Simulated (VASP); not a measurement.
Al2Ru, 3 atoms in the cell. Symmetry: I4/mmm, No. 139, tetragonal system. Conventional cell: a = 3.121 Å, b = 3.121 Å, c = 8.444 Å, α = 90.00°, β = 90.00°, γ = 90.00°. Within 3.4 Å of Al (site symmetry 4mm) lie 5 Ru at 2.58 to 2.88 Å and 9 Al at 2.69 to 3.12 Å. Ru (site symmetry 4/mmm) has 10 Al at 2.58 to 2.88 Å and 4 Ru at 3.12 Å within 3.4 Å. 

| Item | Value |
| --- | --- |
| Program | VASP 6.6.1 |
| Task | single point |
| Functional | r2SCAN |
| Potentials or basis | VASP PAW PBE potentials, release 64 (Al, Ru_pv) |
| Cutoff | 520 eV |
| k mesh | 10 × 10 × 10 |
| Occupations | gaussian, width 0.1 eV |
| Spin | no spin polarisation |
| Dipole correction | no |
| Further INCAR settings | ALGO = Normal; EDIFF = 1e-06; NBANDS = 17 |

Potentials or basis: VASP PAW PBE potentials, release 64 (Al, Ru_pv).

Launch:

```bash
$ cat potpaw_PBE.64/Al/POTCAR potpaw_PBE.64/Ru_pv/POTCAR > POTCAR
$ cp INCAR.step1 INCAR
$ mpirun -np 1 vasp_std > vasp.out
$ cp INCAR.step2 INCAR
$ mpirun -np 1 vasp_std > vasp.out
```

Hardware: 1 thread of Intel(R) Xeon(R) Platinum 8375C CPU @ 2.90GHz (Ice Lake), on a shared host.

Q: Estimate the wall time of this run.

A: It took 4.2 min on 1 thread of Intel(R) Xeon(R) Platinum 8375C CPU @ 2.90GHz (Ice Lake), with other jobs on the host, peak memory 0.26 GiB. Counts: k points 102.
